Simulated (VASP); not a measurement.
# GaP (F-43m) in VASP: a series of runs

GaP is run at these levels: PBE+D3(BJ), PBEsol+D3(BJ), LDA; tasks: single point.

Everything below comes from runs of VASP 6.6.1. Logs are shortened: lines on timing, memory, paths and dates and some standing lists are left out, and cuts for length are marked.

## 1. The cell of the first run

Symmetry: F-43m, No. 216, cubic system. Conventional cell: a = 5.407 Å, b = 5.407 Å, c = 5.407 Å, α = 90.00°, β = 90.00°, γ = 90.00°. Ga (site symmetry -43m) has 4 P at 2.34 Å within 3.1 Å. Within 3.1 Å of P (site symmetry -43m) lie 4 Ga at 2.34 Å.

## 2. Single point, PBE+D3(BJ) (volume scaled by 0.98)

Contents of INCAR:

```
PREC = Accurate
ENCUT = 520
EDIFF = 1E-6
ISMEAR = 0
SIGMA = 0.05
LREAL = F
LASPH = T
NELM = 100
ALGO = Normal
ISIF = 2
LWAVE = F
LCHARG = F
GGA = PE
IVDW = 12
NBANDS = 16
```

Contents of KPOINTS:

```
Automatic mesh
0
Gamma
  8 8 8
```

Contents of POSCAR:

```
GaP
1.0
    0.0000000000      2.7033451739      2.7033451739
    2.7033451739      0.0000000000      2.7033451739
    2.7033451739      2.7033451739      0.0000000000
Ga P
1 1
Direct
    0.0000000000      0.0000000000      0.0000000000
    0.7500000000      0.7500000000      0.7500000000
```

Potentials or basis: VASP PAW PBE potentials, release 64 (Ga_d, P).

Run with:

```console
> cat potpaw_PBE.64/Ga_d/POTCAR potpaw_PBE.64/P/POTCAR > POTCAR
> mpirun -np 1 vasp_std > vasp.out
```

OUTCAR:

```text
PREC = Accurate
   ENCUT = 520
   EDIFF = 1E-6
   ISMEAR = 0
   LREAL = F
   LASPH = T
   NELM = 100
   ISIF = 2
   GGA = PE
   IVDW = 12
 IVDW          = 12

 ion  position               nearest neighbor table
   1  0.000  0.000  0.000-   2 2.34   2 2.34   2 2.34   2 2.34
   2  0.750  0.750  0.750-   1 2.34   1 2.34   1 2.34   1 2.34

  LATTYP: Found a face centered cubic cell.
 ALAT       =     5.4066903478

  Lattice vectors:

 A1 = (   0.0000000000,   2.7033451739,   2.7033451739)
 A2 = (   2.7033451739,   0.0000000000,   2.7033451739)
 A3 = (   2.7033451739,   2.7033451739,   0.0000000000)

Analysis of symmetry for initial positions (statically):
=====================================================================
 Subroutine PRICEL returns:
 Original cell was already a primitive cell.

 Routine SETGRP: Setting up the symmetry group for a
 face centered cubic supercell.

 Subroutine GETGRP returns: Found 24 space group operations
 (whereof 24 operations were pure point group operations)
 out of a pool of 48 trial point group operations.

The static configuration has the point symmetry T_d .

Analysis of symmetry for dynamics (positions and initial velocities):
=====================================================================
 Subroutine PRICEL returns:
 Original cell was already a primitive cell.

 Routine SETGRP: Setting up the symmetry group for a
 face centered cubic supercell.

 Subroutine GETGRP returns: Found 24 space group operations
 (whereof 24 operations were pure point group operations)
 out of a pool of 48 trial point group operations.

The dynamic configuration has the point symmetry T_d .

 Subroutine INISYM returns: Found 24 space group operations
 (whereof 24 operations are pure point group operations),
 and found     1 'primitive' translations

----------------------------------------------------------------------------------------

                                     Primitive cell

  volume of cell :      39.5125

  direct lattice vectors                    reciprocal lattice vectors
     0.000000000  2.703345174  2.703345174    -0.184956033  0.184956033  0.184956033
     2.703345174  0.000000000  2.703345174     0.184956033 -0.184956033  0.184956033
     2.703345174  2.703345174  0.000000000     0.184956033  0.184956033 -0.184956033

  length of vectors
     3.823107409  3.823107409  3.823107409     0.320353247  0.320353247  0.320353247

  position of ions in fractional coordinates (direct lattice)
     0.000000000  0.000000000  0.000000000
     0.750000000  0.750000000  0.750000000

  ion indices of the primitive-cell ions
   primitive index   ion index
                 1           1
                 2           2

----------------------------------------------------------------------------------------

 KPOINTS: Automatic mesh

Automatic generation of k-mesh.
 Grid dimensions read from file:
 generate k-points for:    8    8    8

 Generating k-lattice:

  Cartesian coordinates                     Fractional coordinates (reciprocal lattice)
    -0.023119504  0.023119504  0.023119504     0.125000000  0.000000000  0.000000000
     0.023119504 -0.023119504  0.023119504     0.000000000  0.125000000  0.000000000
     0.023119504  0.023119504 -0.023119504     0.000000000  0.000000000  0.125000000

  Length of vectors
     0.040044156  0.040044156  0.040044156

  Shift w.r.t. Gamma in fractional coordinates (k-lattice)
     0.000000000  0.000000000  0.000000000

 Subroutine IBZKPT returns following result:
 ===========================================

 Found     29 irreducible k-points:

 Following reciprocal coordinates:
            Coordinates               Weight
  0.000000  0.000000  0.000000      1.000000
  0.125000  0.000000  0.000000      8.000000
  0.250000  0.000000  0.000000      8.000000
  0.375000  0.000000  0.000000      8.000000
  0.500000  0.000000  0.000000      4.000000
  0.125000  0.125000  0.000000      6.000000
[... 16 lines left out ...]
  0.500000  0.250000  0.125000     48.000000
 -0.375000  0.250000  0.125000     24.000000
 [... further k-points ...]
   k-points           NKPTS =     29   k-points in BZ     NKDIM =     29   number of bands    NBANDS=     16
   number of dos      NEDOS =    301   number of ions     NIONS =      2
   total plane-waves  NPLWV =  21952
   dimension x,y,z NGX =    28 NGY =   28 NGZ =   28
   dimension x,y,z NGXF=    56 NGYF=   56 NGZF=   56
   ions per type =               1   1
   NGX,Y,Z   is equivalent  to a cutoff of  12.18, 12.18, 12.18 a.u.
   NGXF,Y,Z  is equivalent  to a cutoff of  24.35, 24.35, 24.35 a.u.
 SYSTEM =  unknown system
   PREC   = accura    normal or accurate (medium, high low for compatibility)
   ISTART =      0    job   : 0-new  1-cont  2-samecut
   ICHARG =      2    charge: 1-file 2-atom 10-const
   ISPIN  =      1    spin polarized calculation?
   LNONCOLLINEAR =      F non collinear calculations
   LSORBIT =      F    spin-orbit coupling
   LASPH  =      T    aspherical Exc in radial PAW
   ENCUT  =  520.0 eV  38.22 Ry    6.18 a.u.   7.11  7.11  7.11*2*pi/ulx,y,z
   NELM   =    100;   NELMIN=  2; NELMDL= -5     # of ELM steps
   EDIFF  = 0.1E-05   stopping-criterion for ELM
   LREAL  =      F    real-space projection
   EDIFFG = 0.1E-04   stopping-criterion for IOM
   NSW    =      0    number of steps for IOM
   IBRION =     -1    ionic relax: 0-MD 1-quasi-New 2-CG
   NFREE  =      0    steps in history (QN), initial steepest desc. (CG)
   ISIF   =      2    stress and relaxation
   ISYM   =      2    0-nonsym 1-usesym 2-fastsym
   POTIM  = 0.5000    time-step for ionic-motion
   TEBEG  =    0.0;   TEEND  =   0.0 temperature during run
   PSTRESS=    0.0 pullay stress
   NELECT =      18.0000    total number of electrons
   NUPDOWN=      -1.0000    fix difference up-down
   EMIN   =  10.00;   EMAX   =-10.00  energy-range for DOS
   EFERMI =   0.00;   METHOD = LEGACY
   ISMEAR =     0;   SIGMA  =   0.05  broadening in eV -4-tet -1-fermi 0-gaus
   EFERMI_NEDOS =   21; number of points for ismear=-14 and -15
   IALGO  =     38    algorithm
   IMIX   =      4    mixing-type and parameters
     AMIX     =   0.40;   BMIX     =  1.00
     AMIX_MAG =   1.60;   BMIX_MAG =  1.00
  volume/ion in A,a.u.               =      19.76       133.32
  Fermi-wavevector in a.u.,A,eV,Ry     =   1.259662  2.380417 21.589036  1.586749
  Thomas-Fermi vector in A             =   2.393211
   LORBIT       =      0    0 simple, 1 ext, 2 COOP (PROOUT), +10 PAW based schemes
   GGA     = PE    functional components
   LHFCALC =     F    Hartree Fock is set to
   AEXX    =    0.0000 exact exchange contribution
   IVDW    =    12    specifies the selected vdW correction
   LEPSILON=     F    determine dielectric tensor
   LRPA    =     F    only Hartree local field effects (RPA)
 non-spin polarized calculation
 Gauss-broadening in eV      SIGMA  =   0.05
  energy-cutoff  :      520.00
  volume of cell :       39.51
 maximum number of plane-waves:      1090
   NGX = 15   NGY = 15   NGZ = 15

 number of electron      18.0000005 magnetization

 Free energy of the ion-electron system (eV)
  ---------------------------------------------------
  ext. energy  EPLUGINS =         0.00000000
  ---------------------------------------------------
  free energy    TOTEN  =        -9.09450795 eV

  energy without entropy =       -9.09450795  energy(sigma->0) =       -9.09450795

 E-fermi :   5.1864     XC(G=0):  -9.9438

 val. band max:        4.9027976667   @ k =   0.0000   0.0000   0.0000
 cond. band min:       6.5052123729   @ k =   0.3750   0.3750   0.0000
 fundamental gap:      1.6024147062
 Fermi energy:         5.1863574294

 k-point     1 :       0.0000    0.0000    0.0000
  band No.  band energies     occupation
      1      -9.6911      2.00000
      2      -9.6911      2.00000
      3      -9.6911      2.00000
      4      -9.5837      2.00000
      5      -9.5837      2.00000
      6      -7.7738      2.00000
[... 8 lines left out ...]
     15      14.7233      0.00000
     16      14.7233      0.00000

 k-point     2 :       0.1250    0.0000    0.0000
  band No.  band energies     occupation
      1      -9.7066      2.00000
      2      -9.6860      2.00000
      3      -9.6860      2.00000
      4      -9.5838      2.00000
      5      -9.5838      2.00000
      6      -7.5646      2.00000
[... 8 lines left out ...]
     15      14.0869      0.00000
     16      14.7213      0.00000

 k-point     3 :       0.2500    0.0000    0.0000
  band No.  band energies     occupation
      1      -9.7401      2.00000
      2      -9.6752      2.00000
      3      -9.6752      2.00000
      4      -9.5824      2.00000
      5      -9.5824      2.00000
      6      -6.9720      2.00000
[... 8 lines left out ...]
     15      13.9056      0.00000
     16      14.8983      0.00000

 k-point     4 :       0.3750    0.0000    0.0000
  band No.  band energies     occupation
      1      -9.7698      2.00000
      2      -9.6669      2.00000
      3      -9.6669      2.00000
      4      -9.5783      2.00000
      5      -9.5783      2.00000
      6      -6.1418      2.00000
[... 8 lines left out ...]
     15      15.1366      0.00000
     16      15.1366      0.00000
[... 324 lines left out ...]
 k-point    22 :       0.3750    0.2500    0.1250
  band No.  band energies     occupation
      1      -9.7649      2.00000
      2      -9.6623      2.00000
      3      -9.6580      2.00000
      4      -9.5957      2.00000
      5      -9.5739      2.00000
      6      -6.4687      2.00000
[... 8 lines left out ...]
     15      16.1233      0.00000
     16      17.4838      0.00000

 k-point    23 :       0.5000    0.2500    0.1250
  band No.  band energies     occupation
      1      -9.7815      2.00000
      2      -9.6583      2.00000
      3      -9.6481      2.00000
      4      -9.5934      2.00000
      5      -9.5740      2.00000
      6      -5.6857      2.00000
[... 8 lines left out ...]
     15      16.5798      0.00000
     16      17.8464      0.00000

 k-point    24 :      -0.3750    0.2500    0.1250
  band No.  band energies     occupation
      1      -9.7876      2.00000
      2      -9.6577      2.00000
      3      -9.6446      2.00000
      4      -9.5894      2.00000
      5      -9.5758      2.00000
      6      -5.2070      2.00000
[... 8 lines left out ...]
     15      16.9939      0.00000
     16      17.5554      0.00000

 [... further k-points ...]

------------------------ aborting loop because EDIFF is reached ----------------------------------------

 Edisp (eV)   -0.64980

 E8    (eV) :    -0.2757

  FORCE on cell =-STRESS in cart. coord.  units (eV):
  Direction    XX          YY          ZZ          XY          YZ          ZX
  --------------------------------------------------------------------------------------
  -------------------------------------------------------------------------------------
  Total       0.44590     0.44590     0.44590    -0.00000    -0.00000    -0.00000
  in kB      18.08057    18.08057    18.08057    -0.00000    -0.00000    -0.00000
  external pressure =       18.08 kB  Pullay stress =        0.00 kB

 VOLUME and BASIS-vectors are now :
 -----------------------------------------------------------------------------
  energy-cutoff  :      520.00
  volume of cell :       39.51
      direct lattice vectors                 reciprocal lattice vectors
     0.000000000  2.703345174  2.703345174    -0.184956033  0.184956033  0.184956033
     2.703345174  0.000000000  2.703345174     0.184956033 -0.184956033  0.184956033
     2.703345174  2.703345174  0.000000000     0.184956033  0.184956033 -0.184956033

 POSITION                                       TOTAL-FORCE (eV/Angst)
 -----------------------------------------------------------------------------------
      0.00000      0.00000      0.00000        -0.000000     -0.000000     -0.000000
      4.05502      4.05502      4.05502         0.000000      0.000000      0.000000
 -----------------------------------------------------------------------------------
    total drift:                               -0.000002     -0.000002     -0.000002

  FREE ENERGIE OF THE ION-ELECTRON SYSTEM (eV)
  ---------------------------------------------------
  free  energy   TOTEN  =        -9.7443073652 eV

  energy  without entropy=       -9.7443073652  energy(sigma->0) =       -9.74430737
```

It took 19 s on 1 thread of AMD EPYC 9R45 (Zen 5), shared host; peak memory 0.14 GiB.

What came out:

| Property | Result |
| --- | --- |
| Free energy | -9.7443 eV |
| Pressure | 1.8 GPa |
| Band gap on the k mesh | 1.60 eV, indirect (least direct gap 2.03 eV) |
| Dispersion energy per atom | -0.325 eV |

Levels at points of the mesh, in eV from the valence-band top:
| k point | band 5 | band 6 | band 7 | band 8 | band 9 | band 10 | band 11 | band 12 | band 13 | band 14 |
| --- | --- | --- | --- | --- | --- | --- | --- | --- | --- | --- |
| (0.00, 0.00, 0.00) | -14.49 | -12.68 | 0.00 | 0.00 | 0.00 | 2.03 | 3.88 | 3.88 | 3.88 | 8.91 |
| (0.50, 0.00, 0.00) | -14.48 | -10.53 | -6.77 | -1.15 | -1.15 | 1.75 | 4.71 | 4.71 | 8.33 | 11.07 |
| (0.50, 0.50, 0.00) | -14.46 | -9.60 | -6.87 | -2.77 | -2.77 | 1.60 | 1.80 | 10.78 | 10.78 | 11.42 |

(Continued in part 2 of 2.)
